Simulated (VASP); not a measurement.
Set up this calculation in VASP 6.6.1, as the native input.

| Item | Value |
| --- | --- |
| Task | single point |
| Functional | LDA |
| Potentials or basis | VASP PAW LDA potentials, release 64 (Cd, Ag) |
| Cutoff | 520 eV |
| k mesh | 14 × 14 × 14 |
| Occupations | gaussian, width 0.15 eV |
| Spin | no spin polarisation |
| Dipole correction | no |
| Further INCAR settings | ALGO = Fast; EDIFF = 1e-07; NBANDS = 18 |

The structure of CdAg lies in POSCAR:

```
CdAg
1.0
    3.3300000000      0.0000000000      0.0000000000
    0.0000000000      3.3300000000      0.0000000000
    0.0000000000      0.0000000000      3.1635000000
Cd Ag
1 1
Direct
    0.5000000000      0.5000000000      0.5000000000
    0.0000000000      0.0000000000      0.0000000000
```

This cell differs from its parent crystal: strain +0.000 along x and y, -0.050 along z.

One way to write it, as run:

INCAR

```
PREC = Accurate ; ENCUT = 520
EDIFF = 1E-7 ; ISMEAR = 0
SIGMA = 0.15 ; LREAL = False
LASPH = True ; NELM = 60
ALGO = Fast ; ISIF = 2
LWAVE = False ; LCHARG = False
GGA = CA ; NBANDS = 18
```

KPOINTS

```
regular mesh
0
Gamma
  14 14 14
```

Potentials or basis: VASP PAW LDA potentials, release 64 (Cd, Ag).

The run is started by

```bash
$ cat potpaw_LDA.64/Cd/POTCAR potpaw_LDA.64/Ag/POTCAR > POTCAR
$ mpirun -np 1 vasp_std > vasp.out
```

Results of the run:

```yaml
Pressure: -0.2 GPa
```

Caveat: the cell differs from its parent crystal (strain +0.000 along x and y, -0.050 along z).

It took 3.3 min on 1 thread of Oxide Virtual Turin-like Processor, on a shared host, peak memory 0.25 GiB.
